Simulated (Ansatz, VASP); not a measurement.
## C: VASP beside Ansatz

File INCAR:

```
SYSTEM = C
PREC = Accurate ; ENCUT = 520
EDIFF = 1E-7 ; ISMEAR = 0
SIGMA = 0.05 ; LREAL = .FALSE.
LASPH = .TRUE. ; NELM = 60
ALGO = Normal ; ISIF = 2
LWAVE = .FALSE. ; LCHARG = .TRUE.
GGA = RP ; LELF = .TRUE.
LVHAR = .TRUE. ; NBANDS = 26
```

The input KPOINTS:

```
Automatic mesh
0
G
  6 6 6
  0 0 0
```

File POSCAR:

```
C
1.0
    3.5714750638      0.0000000000      0.0000000000
    0.0000000000     -3.5714750638      0.0000000000
    0.0000000000      0.0000000000     -3.5714750638
C
8
Direct
    0.5000000000      0.0000000000     -0.0174997722
    0.0000000000      0.5000000000      0.0000000000
    0.0000000000      0.0000000000      0.5000000000
    0.5000000000      0.5000000000      0.5000000000
    0.7500000000      0.7500000000      0.7500000000
    0.2500000000      0.2500000000      0.7500000000
    0.2500000000      0.7500000000      0.2500000000
    0.7500000000      0.2500000000      0.2500000000
```

Input for Ansatz:

```yaml
crystal:
  lattice:
    - [3.5714750638, 0.0, 0.0]
    - [0.0, -3.5714750638, 0.0]
    - [0.0, 0.0, -3.5714750638]
  atoms:
    - { symbol: C, position: [0.5, 0.0, -0.0174997722] }
    - { symbol: C, position: [0.0, 0.5, 0.0] }
    - { symbol: C, position: [0.0, 0.0, 0.5] }
    - { symbol: C, position: [0.5, 0.5, 0.5] }
    - { symbol: C, position: [0.75, 0.75, 0.75] }
    - { symbol: C, position: [0.25, 0.25, 0.75] }
    - { symbol: C, position: [0.25, 0.75, 0.25] }
    - { symbol: C, position: [0.75, 0.25, 0.25] }
kpoints:
  mp_grid: { grid: [6, 6, 6] }
hamiltonian:
  xc: rpbe
scf:
  occupations: { method: gaussian, width: 0.05 }
  algorithm: density_mixing
output:
  forces: true
  eigenvalues: true
  stress: true
```

Alike in both runs: task single point; functional RPBE; k mesh 6 × 6 × 6; occupations gaussian, width 0.05 eV; no spin polarisation.

|  | VASP | Ansatz |
| --- | --- | --- |
| version | VASP 6.6.1 | Ansatz 0.2.0 |
| potentials or method | VASP PAW PBE potentials, release 64 (C) | scalar-relativistic, plane waves, PAW |
| plane-wave cutoff (eV) | 520 | 420 |
| valence electrons in the cell | 32 | 32 |

VASP gave:

* gap on the k mesh at the Fermi level (eV): 3.88
* pressure (GPa): 7.1
* traceless stress, the component that is largest in VASP (GPa): 0.75
* rms of the force components (eV/Å): 0.639

Estimate Ansatz's values.

gap on the k mesh at the Fermi level (eV): 3.89; pressure (GPa): 6.6; traceless stress, the component that is largest in VASP (GPa): 0.69; rms of the force components (eV/Å): 0.635.

VASP's potentials were made for PBE, not for RPBE. Atom by atom the forces differ by 0.004 eV/Å (rms over components).
